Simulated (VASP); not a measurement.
# CuSi12O24 (a cell with a defect) in VASP: notebook

CuSi12O24 (a cell with a defect) is run at these levels: PBE+D3(BJ); tasks: single point.

Program: VASP 6.6.1. These are calculated values, not measurements. Logs are shortened: lines on timing, memory, paths and dates and some standing lists are left out, and cuts for length are marked.

### 1 The cell of the first run

The cell holds a defect, 37 atoms: a = 7.385 Å, b = 7.385 Å, c = 9.968 Å, α = 70.28°, β = 70.28°, γ = 71.53°.

### 2 Single point, PBE+D3(BJ), collinear spin, zero start

INCAR

```
  PREC = Accurate
  ENCUT = 520
  EDIFF = 1E-7
  ISMEAR = 0
  SIGMA = 0.05
  LREAL = Auto
  LASPH = T
  NELM = 150
  ALGO = Normal
  ISIF = 2
  LWAVE = F
  LCHARG = T
  ISPIN = 2
  MAGMOM = 0 0 0 0 0 0 0 0 0 0 0 0 0 0 0 0 0 0 0 0 0 0 0 0 0 0 0 0 0 0 0 0 0 0 0 0 0
  LORBIT = 11
  LMAXMIX = 4
  GGA = PE
  IVDW = 12
  LELF = T
  LVHAR = T
  NBANDS = 130
  LUSENCCL = F
```

KPOINTS

```
regular mesh
0
Gamma
  2 2 1
```

POSCAR

```
CuSi12O24
1.0
   -2.4920500000      4.3163570000      5.4500000000
    4.9841000000      0.0000000000      5.4500000000
    4.9841000000      8.6327140000      0.0000000000
Si O Cu
12 24 1
Direct
    0.0891741859      0.5832858141      0.9540789117
    0.4100886114      0.9195486363      0.0380002339
    0.0060026343      0.0013936960      0.2585759806
    0.0800550911      0.5778794043      0.4525666722
    0.4116597105      0.9106984546      0.5364152834
    0.0073558128      0.0093131780      0.7617480072
    0.6035856004      0.0615984363      0.2025542684
    0.8889479546      0.4332269078      0.2818477797
    0.4837623520      0.4896350792      0.5070630147
    0.6069979861      0.0442763259      0.7001791087
    0.9079786721      0.4436297683      0.7878467771
    0.5098057000      0.4951849422      0.0239092362
    0.3076018816      0.4888711459      0.9869056782
    0.1886392475      0.0338022204      0.1115817880
    0.9211473367      0.5256082597      0.1053159233
    0.5698687849      0.3013536004      0.1541500021
    0.9292053211      0.1940291743      0.3240120208
    0.5740947265      0.9766882093      0.0825571435
    0.3004848234      0.4594874701      0.4701937570
    0.1972338624      0.0242222844      0.6190506528
    0.9199157396      0.5413609576      0.6128454224
    0.5530486703      0.2870373847      0.6301610942
    0.9477518420      0.2035839378      0.8238145851
    0.5861794434      0.9411618411      0.5871587147
    0.8287924879      0.9631150350      0.2168563378
    0.6619199346      0.5248595150      0.3599021417
    0.4442437485      0.0006068937      0.3596348016
    0.0753493837      0.8123607081      0.3872842492
    0.4206364605      0.6741327138      0.5806444960
    0.0371753302      0.4922496239      0.3397346424
    0.8342307772      0.9780250026      0.7100640824
    0.7027706258      0.5559194660      0.8868303861
    0.4467979264     -0.0144373759      0.8582010991
    0.0598240741      0.8210063847      0.8962365647
    0.4291719480      0.6827152080      0.0983975211
    0.0840929615      0.4882380477      0.8297896533
    0.5300533497      0.3396281182      0.8296787677
```

Potentials or basis: VASP PAW PBE potentials, release 64 (Si, O, Cu).

The run is started by

```bash
cat potpaw_PBE.64/Si/POTCAR potpaw_PBE.64/O/POTCAR potpaw_PBE.64/Cu/POTCAR > POTCAR
mpirun -np 1 vasp_std > vasp.out
```

OUTCAR:

```text
PREC = Accurate
   ENCUT = 520
   EDIFF = 1E-7
   ISMEAR = 0
   LREAL = Auto
   LASPH = T
   NELM = 150
   ISIF = 2
   ISPIN = 2
   LORBIT = 11
   GGA = PE
   IVDW = 12
 IVDW          = 12

 ion  position               nearest neighbor table
   1  0.089  0.583  0.954-  34 1.62  15 1.62  36 1.63  13 1.64  11 3.02   8 3.07   6 3.07
   2  0.410  0.920  0.038-  35 1.62  18 1.63  14 1.63  33 1.64  12 3.02   3 3.07   7 3.09  10 3.12

   3  0.006  0.001  0.259-  17 1.62  28 1.62  25 1.63  14 1.63   4 3.06   2 3.07   7 3.08   8 3.10

   4  0.080  0.578  0.453-  30 1.62  19 1.62  28 1.62  21 1.63   9 3.04   3 3.06  11 3.08   8 3.14
[... 5 lines left out ...]
   7  0.604  0.062  0.203-  25 1.62  18 1.62  16 1.63  27 1.63   3 3.08  12 3.08   2 3.09   5 3.11

   8  0.889  0.433  0.282-  30 1.62  15 1.62  26 1.62  17 1.62   1 3.07   9 3.08   3 3.10   4 3.14

   9  0.484  0.490  0.507-  19 1.61  26 1.61  29 1.63  22 1.64   4 3.04   8 3.08   5 3.08
  10  0.607  0.044  0.700-  31 1.62  24 1.63  33 1.64  22 1.66  37 2.71   5 3.05   2 3.12   6 3.13

  11  0.908  0.444  0.788-  21 1.63  23 1.63  32 1.64  36 1.65   1 3.02   4 3.08  12 3.09   6 3.14

  12  0.510  0.495  0.024-  16 1.63  35 1.64  32 1.67  13 1.67  37 2.51   2 3.02   7 3.08  11 3.09

  13  0.308  0.489  0.987-   1 1.64  12 1.67  37 2.16
  14  0.189  0.034  0.112-   3 1.63   2 1.63
  15  0.921  0.526  0.105-   8 1.62   1 1.62
  16  0.570  0.301  0.154-   7 1.63  12 1.63
  17  0.929  0.194  0.324-   8 1.62   3 1.62
  18  0.574  0.977  0.083-   7 1.62   2 1.63
  19  0.300  0.459  0.470-   9 1.61   4 1.62
  20  0.197  0.024  0.619-   5 1.62   6 1.63
  21  0.920  0.541  0.613-  11 1.63   4 1.63
  22  0.553  0.287  0.630-   9 1.64  10 1.66  37 2.09
  23  0.948  0.204  0.824-   6 1.63  11 1.63
  24  0.586  0.941  0.587-  10 1.63   5 1.63
  25  0.829  0.963  0.217-   7 1.62   3 1.63
  26  0.662  0.525  0.360-   9 1.61   8 1.62
  27  0.444  0.001  0.360-   5 1.62   7 1.63
  28  0.075  0.812  0.387-   3 1.62   4 1.62
  29  0.421  0.674  0.581-   9 1.63   5 1.64
  30  0.037  0.492  0.340-   4 1.62   8 1.62
  31  0.834  0.978  0.710-  10 1.62   6 1.63
  32  0.703  0.556  0.887-  11 1.64  12 1.67
  33  0.447  0.986  0.858-  10 1.64   2 1.64
  34  0.060  0.821  0.896-   1 1.62   6 1.62
  35  0.429  0.683  0.098-   2 1.62  12 1.64
  36  0.084  0.488  0.830-   1 1.63  11 1.65
  37  0.530  0.340  0.830-  22 2.09  13 2.16  12 2.51  10 2.71

  LATTYP: Found a base centered monoclinic cell.
 ALAT       =    11.9854599809
 B/A-ratio  =     0.7202655832
 C/A-ratio  =     0.8316910359
 COS(beta)  =    -0.4158455180

  Lattice vectors:

 A1 = (   2.4920500000,  -4.3163570000,  -5.4500000000)
 A2 = (  -4.9841000000,   0.0000000000,  -5.4500000000)
 A3 = (   4.9841000000,   8.6327140000,   0.0000000000)

Analysis of symmetry for initial positions (statically):
=====================================================================
 Subroutine PRICEL returns:
 Original cell was already a primitive cell.

 Routine SETGRP: Setting up the symmetry group for a
 base centered monoclinic supercell.

 Subroutine GETGRP returns: Found  1 space group operations
 (whereof  1 operations were pure point group operations)
 out of a pool of  4 trial point group operations.

The static configuration has the point symmetry C_1 .

Analysis of symmetry for dynamics (positions and initial velocities):
=====================================================================
 Subroutine PRICEL returns:
 Original cell was already a primitive cell.

 Routine SETGRP: Setting up the symmetry group for a
 base centered monoclinic supercell.

 Subroutine GETGRP returns: Found  1 space group operations
 (whereof  1 operations were pure point group operations)
 out of a pool of  4 trial point group operations.

The dynamic configuration has the point symmetry C_1 .

Analysis of structural, dynamic, and magnetic symmetry:
=====================================================================
 Subroutine PRICEL returns:
 Original cell was already a primitive cell.

[... 44 lines left out ...]
  ---------------------------------------------------
  free energy    TOTEN  =      -283.70140746 eV

  energy without entropy =     -283.69791917  energy(sigma->0) =     -283.69966332

 E-fermi :   5.8918     XC(G=0):  -9.3101

 val. band max:        5.8363832837   @ k =   0.5000   0.0000   0.0000
 cond. band min:       5.9362094763   @ k =   0.5000   0.5000   0.0000
 fundamental gap:      0.0998261926
 Fermi energy:         5.8917714313

 spin component 1

 k-point     1 :       0.0000    0.0000    0.0000
  band No.  band energies     occupation
      1     -18.1853      1.00000
      2     -17.7236      1.00000
      3     -17.6568      1.00000
      4     -17.5871      1.00000
      5     -17.2664      1.00000
      6     -17.2201      1.00000
[... 453 lines left out ...]
    112      10.2387      0.00000
    113      10.4180      0.00000
 Fermi energy:         5.8917714313

 spin component 2

 k-point     1 :       0.0000    0.0000    0.0000
  band No.  band energies     occupation
      1     -18.1950      1.00000
      2     -17.7419      1.00000
      3     -17.6629      1.00000
      4     -17.5930      1.00000
      5     -17.2807      1.00000
      6     -17.2292      1.00000
[... 453 lines left out ...]
    112      10.2121      0.00000
    113      10.3875      0.00000
 [bands above 113 left out]

------------------------ aborting loop because EDIFF is reached ----------------------------------------

 Edisp (eV)   -5.50405

 E8    (eV) :    -1.8917

  FORCE on cell =-STRESS in cart. coord.  units (eV):
  Direction    XX          YY          ZZ          XY          YZ          ZX
  --------------------------------------------------------------------------------------
  -------------------------------------------------------------------------------------
  Total       0.02595     1.31720     1.07939    -1.51805     0.91041     0.11232
  in kB       0.08866     4.49989     3.68747    -5.18605     3.11019     0.38370
  external pressure =        2.76 kB  Pullay stress =        0.00 kB

 VOLUME and BASIS-vectors are now :
 -----------------------------------------------------------------------------
  energy-cutoff  :      520.00
  volume of cell :      468.99
      direct lattice vectors                 reciprocal lattice vectors
    -2.492050000  4.316357000  5.450000000    -0.100319014  0.057919213  0.091743119
     4.984100000  0.000000000  5.450000000     0.100319014 -0.057919213  0.091743119
     4.984100000  8.632714000  0.000000000     0.050159507  0.086878819 -0.045871560

 POSITION                                       TOTAL-FORCE (eV/Angst)
 -----------------------------------------------------------------------------------
      7.44015      8.62120      3.66491        -0.010691      0.028130      0.011119
      3.75056      2.09813      7.24652        -0.001306     -0.005403      0.001078
      1.28076      2.25812      0.04031         0.006093      0.005200      0.010404
      4.93635      4.25242      3.58574        -0.022759     -0.019931     -0.006511
      6.18668      6.40759      7.20685         0.006411     -0.021512     -0.006074
      3.82471      6.60770      0.09085         0.015886      0.017065     -0.008523
[... 29 lines left out ...]
      6.35962      7.52631      3.11920         0.007056     -0.010404     -0.003647
      4.50702      9.45028      4.73976         0.002617      0.000401      0.004051
 -----------------------------------------------------------------------------------
    total drift:                               -0.010290      0.007895     -0.003380

  FREE ENERGIE OF THE ION-ELECTRON SYSTEM (eV)
  ---------------------------------------------------
  free  energy   TOTEN  =      -289.2054540677 eV

  energy  without entropy=     -289.2019657748  energy(sigma->0) =     -289.20370992

 total charge

# of ion       s       p       d       tot
------------------------------------------
    1        0.644   0.979   0.000   1.623
    2        0.641   0.975   0.000   1.616
    3        0.642   0.982   0.000   1.624
    4        0.643   0.986   0.000   1.629
    5        0.640   0.976   0.000   1.616
    6        0.637   0.973   0.000   1.610
[... 29 lines left out ...]
   36        1.553   3.666   0.000   5.220
   37        0.403   0.162   9.361   9.925
--------------------------------------------------
tot         45.324 100.125   9.361 154.810

 magnetization (x)

# of ion       s       p       d       tot
------------------------------------------
    1       -0.001  -0.002   0.000  -0.003
    2        0.000   0.000   0.000   0.000
    3        0.000  -0.000   0.000   0.000
    4       -0.000  -0.000   0.000  -0.000
    5        0.000  -0.000   0.000   0.000
    6        0.000  -0.000   0.000   0.000
[... 29 lines left out ...]
   36       -0.000  -0.001   0.000  -0.001
   37       -0.123  -0.014   0.009  -0.127
--------------------------------------------------
tot         -0.150  -0.136   0.009  -0.277
```

It took 2.4 min on 1 × NVIDIA H100 80GB with 1 thread of AMD EPYC 7R13 (Zen 3), shared host; peak memory 1.8 GiB.

Results:

```yaml
Free_energy: -289.2055 eV
Pressure: 0.3 GPa
Largest_force: 0.032 eV/Å
Net_moment: -0.50 μB per cell
Site_moments: Si -0.00, +0.00, -0.01 (each value once); O -0.03, -0.00, -0.01, -0.02 (each value once); Cu -0.13 μB
Valence_electrons_inside_the_program's_atomic_spheres: Si 1.62, 1.63, 1.61, 1.60, 1.57 (each value once); O 5.21, 5.23, 5.24, 5.22, 5.25, 5.19 (each value once); Cu 9.93
Dispersion_energy_per_atom: -0.149 eV
```

Forces in eV/Å, atoms in the order of the input:
```
Si  -0.011  0.028  0.011
Si  -0.001 -0.005  0.001
Si   0.006  0.005  0.010
Si  -0.023 -0.020 -0.007
Si   0.006 -0.022 -0.006
Si   0.016  0.017 -0.009
Si  -0.003  0.000  0.012
Si   0.003 -0.019  0.003
Si   0.000  0.024 -0.014
Si  -0.009  0.001  0.014
Si  -0.001  0.004  0.012
Si   0.015 -0.005 -0.024
O   -0.002 -0.007  0.018
O    0.003  0.010 -0.007
O   -0.007  0.013  0.004
O   -0.013  0.003 -0.019
O    0.004 -0.007  0.007
O    0.007 -0.007  0.000
O    0.011  0.001  0.001
O   -0.001  0.010 -0.002
O   -0.010  0.002  0.004
O   -0.017 -0.008 -0.004
O    0.003 -0.026  0.004
O    0.005 -0.007 -0.009
O    0.009  0.012 -0.001
O   -0.001  0.018 -0.012
O   -0.003  0.018  0.005
O   -0.012  0.002 -0.011
O    0.008 -0.006  0.007
O    0.015 -0.002 -0.007
O    0.020  0.001 -0.005
O    0.002 -0.005 -0.007
O   -0.005  0.005  0.020
O   -0.005 -0.017  0.006
O   -0.019 -0.002  0.002
O    0.007 -0.010 -0.004
Cu   0.003  0.000  0.004
```

Levels at points of the mesh, in eV from the Fermi level:
Spin up:
```tsv
k point	band 97	band 98	band 99	band 100	band 101	band 102	band 103	band 104	band 105	band 106
(0.00, 0.00, 0.00)	-2.67	-2.58	-2.53	-2.48	-2.33	-0.12	1.89	2.91	3.08	3.47
(0.50, 0.00, 0.00)	-2.68	-2.57	-2.53	-2.49	-2.31	0.29	2.14	2.60	3.07	3.22
(0.00, 0.50, 0.00)	-2.67	-2.58	-2.53	-2.48	-2.32	0.29	2.01	2.71	2.85	3.22
(0.50, 0.50, 0.00)	-2.68	-2.58	-2.53	-2.49	-2.30	0.41	2.43	2.81	2.99	3.21
```
Spin down:
| k point | band 98 | band 99 | band 100 | band 101 | band 102 | band 103 | band 104 | band 105 | band 106 | band 107 |
| --- | --- | --- | --- | --- | --- | --- | --- | --- | --- | --- |
| (0.00, 0.00, 0.00) | -2.65 | -2.59 | -2.54 | -2.40 | -0.39 | 1.77 | 2.79 | 2.94 | 3.45 | 3.55 |
| (0.50, 0.00, 0.00) | -2.65 | -2.59 | -2.55 | -2.38 | -0.06 | 2.11 | 2.53 | 2.93 | 3.13 | 3.39 |
| (0.00, 0.50, 0.00) | -2.65 | -2.59 | -2.54 | -2.39 | -0.06 | 1.96 | 2.60 | 2.80 | 3.13 | 3.71 |
| (0.50, 0.50, 0.00) | -2.65 | -2.59 | -2.55 | -2.37 | 0.04 | 2.34 | 2.71 | 2.96 | 3.19 | 3.52 |

Caveat: the k points lie up to 0.69 Å⁻¹ apart; semilocal functionals often make such compounds metallic where correlation or magnetic order opens a gap, which also shifts bond lengths. With open d or f shells a metallic result of PBE can be an artefact of self-interaction; +U or a hybrid may open a gap.

### 3 Single point, PBE+D3(BJ), collinear spin, zero start

INCAR

```
ALGO = Normal
EDIFF = 1E-7
ENCUT = 520
GGA = PE
ISIF = 2
ISMEAR = 0
ISPIN = 2
IVDW = 12
LASPH = True
LCHARG = False
LMAXMIX = 4
LORBIT = 11
LREAL = Auto
LUSENCCL = False
LWAVE = False
MAGMOM = 0 0 0 0 0 0 0 0 0 0 0 0 0 0 0 0 0 0 0 0 0 0 0 0 0 0 0 0 0 0 0 0 0 0 0 0 0
NBANDS = 130
NELM = 150
PREC = Accurate
SIGMA = 0.05
```

KPOINTS

```
k-points
0
Gamma
  2 2 1
```

POSCAR

```
CuSi12O24
1.0
   -2.4920500000      4.3163570000      5.4500000000
    4.9841000000      0.0000000000      5.4500000000
    4.9841000000      8.6327140000      0.0000000000
Si O Cu
12 24 1
Direct
    0.0979718594      0.5705195167      0.9554644668
    0.4030931959      0.9337880885      0.0356128863
   -0.0008770404     -0.0001545192      0.2618937242
    0.0823040089      0.5726690186      0.4534525892
    0.4025292239      0.9194971981      0.5337328639
    0.0019475701      0.0029194024      0.7653267086
    0.5985046537      0.0715136949      0.2017130706
    0.8907949458      0.4295824854      0.2820987699
    0.4864808184      0.4945936771      0.5003431267
    0.5985356767      0.0538021215      0.6997864568
    0.9146156973      0.4328976972      0.7930185261
    0.5139326694      0.5034458627      0.0232257347
    0.3111512847      0.4789272474      0.9967806155
    0.1795318813      0.0368013298      0.1142374585
    0.9266606148      0.5171551650      0.1054560557
    0.5752257453      0.3096214107      0.1531907958
    0.9215840097      0.1905378252      0.3301923832
    0.5645637919      0.9975963916      0.0778569897
    0.3066700020      0.4579294476      0.4640361989
    0.1851035037      0.0253394320      0.6176145991
    0.9310958862      0.5320613616      0.6169875145
    0.5602736591      0.2954448730      0.6248582855
    0.9434672142      0.1932395748      0.8318121840
    0.5733065444      0.9509806115      0.5882943978
    0.8206250668      0.9626993368      0.2206647004
    0.6646289131      0.5321663162      0.3543948448
    0.4348419188      0.0133709253      0.3573631699
    0.0705039452      0.8085795410      0.3884940243
    0.4181914106      0.6813832683      0.5731340778
    0.0392607438      0.4853284305      0.3417849373
    0.8214446060      0.9775267702      0.7188430921
    0.7192026149      0.5547898622      0.8946860465
    0.4344927588      0.0085942137      0.8567176138
    0.0661331022      0.8086727693      0.8922872831
    0.4313257356      0.6955102277      0.0919698187
    0.0984775551      0.4681303348      0.8332213619
    0.5393397124      0.4130371684      0.7943540417
```

Potentials or basis: VASP PAW PBE potentials, release 64 (Si, O, Cu).

The run is started by

```bash
cat potpaw_PBE.64/Si/POTCAR potpaw_PBE.64/O/POTCAR potpaw_PBE.64/Cu/POTCAR > POTCAR
mpirun -np 1 vasp_std > vasp.out
```

Wall time 2.2 min (1 × NVIDIA H100 80GB with 1 thread of AMD EPYC 7R13 (Zen 3), shared host); peak memory 1.8 GiB.

It converged, with:

- Free energy: -289.1343 eV
- Pressure: 0.1 GPa
- Largest force: 0.166 eV/Å
- Net moment: -0.50 μB per cell
- Site moments: Si -0.00, +0.00, -0.01 (each value once); O -0.04, -0.00, -0.01, -0.02, -0.05 (each value once); Cu -0.12 μB
- Valence electrons inside the program's atomic spheres: Si 1.62, 1.63, 1.61, 1.60, 1.59, 1.57 (each value once); O 5.20, 5.23, 5.24, 5.25, 5.22, 5.18, 5.21 (each value once); Cu 9.91
- Dispersion energy per atom: -0.149 eV

Forces on the atoms (eV/Å):
```
Si   0.027 -0.027 -0.013
Si  -0.020  0.007 -0.020
Si   0.022  0.004 -0.003
Si  -0.067 -0.032  0.037
Si  -0.003 -0.002 -0.010
Si   0.007  0.014 -0.017
Si   0.017 -0.027 -0.012
Si   0.013 -0.021 -0.007
Si   0.016  0.050  0.009
Si  -0.031  0.003 -0.013
Si  -0.016 -0.020  0.002
Si  -0.093 -0.055 -0.008
O    0.028 -0.026 -0.022
O    0.009  0.008  0.006
O   -0.007  0.042  0.040
O   -0.017  0.009 -0.001
O   -0.008 -0.040  0.016
O   -0.001  0.016 -0.029
O    0.040 -0.015 -0.004
O    0.018  0.009  0.013
O    0.025  0.003 -0.009
O   -0.005 -0.042 -0.009
O   -0.007 -0.013  0.030
O   -0.015  0.006 -0.014
O   -0.012  0.008  0.020
O   -0.016  0.014 -0.010
O   -0.012  0.029  0.022
O   -0.008  0.016 -0.004
O    0.002 -0.004 -0.019
O    0.054  0.018 -0.032
O    0.015 -0.007  0.028
O    0.046  0.004  0.074
O    0.006 -0.004  0.027
O    0.000 -0.015  0.013
O    0.033 -0.026 -0.008
O    0.008 -0.016  0.020
Cu  -0.046  0.132 -0.090
```

Stress tensor (GPa, compression positive):
```
-0.23 -0.26 -0.48
-0.26  0.23  0.48
-0.48  0.48  0.39
```

Levels at points of the mesh, in eV from the Fermi level:
Spin up:
```tsv
k point	band 98	band 99	band 100	band 101	band 102	band 103	band 104	band 105
(0.00, 0.00, 0.00)	-2.66	-2.57	-2.42	-2.35	-0.18	1.83	2.79	2.98
(0.50, 0.00, 0.00)	-2.68	-2.58	-2.43	-2.34	0.27	2.02	2.47	2.99
(0.00, 0.50, 0.00)	-2.65	-2.58	-2.42	-2.35	0.22	1.94	2.66	2.83
(0.50, 0.50, 0.00)	-2.68	-2.58	-2.43	-2.34	0.40	2.44	2.71	2.74
```
Spin down:
```tsv
k point	band 100	band 101	band 102	band 103	band 104	band 105
(0.00, 0.00, 0.00)	-2.49	-2.41	-0.43	1.72	2.67	2.82
(0.50, 0.00, 0.00)	-2.50	-2.40	-0.05	1.98	2.39	2.87
(0.00, 0.50, 0.00)	-2.49	-2.41	-0.10	1.88	2.55	2.75
(0.50, 0.50, 0.00)	-2.50	-2.40	0.05	2.35	2.61	2.64
```

Caveat: the k points lie up to 0.69 Å⁻¹ apart; semilocal functionals often make such compounds metallic where correlation or magnetic order opens a gap, which also shifts bond lengths. With open d or f shells a metallic result of PBE can be an artefact of self-interaction; +U or a hybrid may open a gap.
